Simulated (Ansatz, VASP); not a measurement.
# Two plane-wave programs on C13O

The input INCAR:

```
SYSTEM = C13O
PREC = Accurate
ENCUT = 520
EDIFF = 1E-7
ISMEAR = 0
SIGMA = 0.1
LREAL = .False.
LASPH = .True.
NELM = 80
ALGO = Normal
ISIF = 2
LWAVE = .False.
LCHARG = .False.
LDIPOL = .True.
IDIPOL = 3
DIPOL = 0.5 0.5 0.305
GGA = PE
NBANDS = 42
```

Contents of KPOINTS:

```
Automatic mesh
0
Gamma
  6 3 1
  0 0 0
```

POSCAR

```
C13O
1.0
    4.9326910638      0.0000000000      0.0000000000
    0.0000000000      8.5222964206      0.0000000000
    0.0000000000      0.0000000000     22.9416054000
C O
13 1
Direct
    0.0000000000      0.0000000000      0.1743557144
    0.5000000000      0.0000000000      0.1743557144
    0.2500000000      0.0000000000      0.2053898385
    0.7500000000      0.0000000000      0.2053898385
    0.2500000000      0.0000000000      0.2674580867
    0.7500000000      0.0000000000      0.2674580867
    0.0000000000      0.0000000000      0.2977124358
    0.5000000000      0.0000000000      0.2977124358
    0.0000000000      0.0000000000      0.3626190224
    0.5000000000      0.0000000000      0.3626190224
    0.2500000000      0.0000000000      0.3897549994
    0.7500000000      0.0000000000      0.3897549994
    0.1250000000      0.8916371886      0.4385745995
    0.1250000000      1.1083628114      0.4385745995
```

Input for Ansatz:

```yaml
crystal:
  lattice:
    - [4.9326910638, 0.0, 0.0]
    - [0.0, 8.5222964206, 0.0]
    - [0.0, 0.0, 22.9416054]
  atoms:
    - { symbol: C, position: [0.0, 0.0, 0.1743557144] }
    - { symbol: C, position: [0.5, 0.0, 0.1743557144] }
    - { symbol: C, position: [0.25, 0.0, 0.2053898385] }
    - { symbol: C, position: [0.75, 0.0, 0.2053898385] }
    - { symbol: C, position: [0.25, 0.0, 0.2674580867] }
    - { symbol: C, position: [0.75, 0.0, 0.2674580867] }
    - { symbol: C, position: [0.0, 0.0, 0.2977124358] }
    - { symbol: C, position: [0.5, 0.0, 0.2977124358] }
    - { symbol: C, position: [0.0, 0.0, 0.3626190224] }
    - { symbol: C, position: [0.5, 0.0, 0.3626190224] }
    - { symbol: C, position: [0.25, 0.0, 0.3897549994] }
    - { symbol: C, position: [0.75, 0.0, 0.3897549994] }
    - { symbol: C, position: [0.125, 0.8916371886, 0.4385745995] }
    - { symbol: O, position: [0.125, 1.1083628114, 0.4385745995] }
basis:
  ecutwfc: 420
kpoints:
  mp_grid: { grid: [6, 3, 1] }
hamiltonian:
  xc: pbe
  pseudopotentials: { kind: paw, azcp: { folder: soft_1 } }
scf:
  occupations: { method: gaussian, width: 0.1 }
output:
  forces: true
  eigenvalues: true
  write_density: true
  write_potential: true
  elf: true
  volumetric_format: npy
efield:
  axis: 3
  dipole_correction: true
  ramp_width: 0.04
```

Alike in both runs: task single point; functional PBE; k mesh 6 × 3 × 1; occupations gaussian, width 0.1 eV; no spin polarisation.

|  | VASP | Ansatz |
| --- | --- | --- |
| version | VASP 6.6.1 | Ansatz 0.2.0 |
| potentials or method | VASP PAW PBE potentials, release 64 (C, O), cutoff 520 eV | scalar-relativistic, plane waves, PAW |
| valence electrons in the cell | 58 | 58 |

Ansatz gave:

* gap on the k mesh at the Fermi level (eV): none
* rms of the force components (eV/Å): 1.842

**Question.** Which values does VASP return?

**Answer.** gap on the k mesh at the Fermi level (eV): none; rms of the force components (eV/Å): 1.826.

Atom by atom the forces differ by 0.030 eV/Å (rms over components). A gap of «none» marks a metal or a gap that the smearing closes. The functional is the same, so the differences come from potentials, cutoffs and numerics. Ansatz's warnings: xc potential rough in thin density.
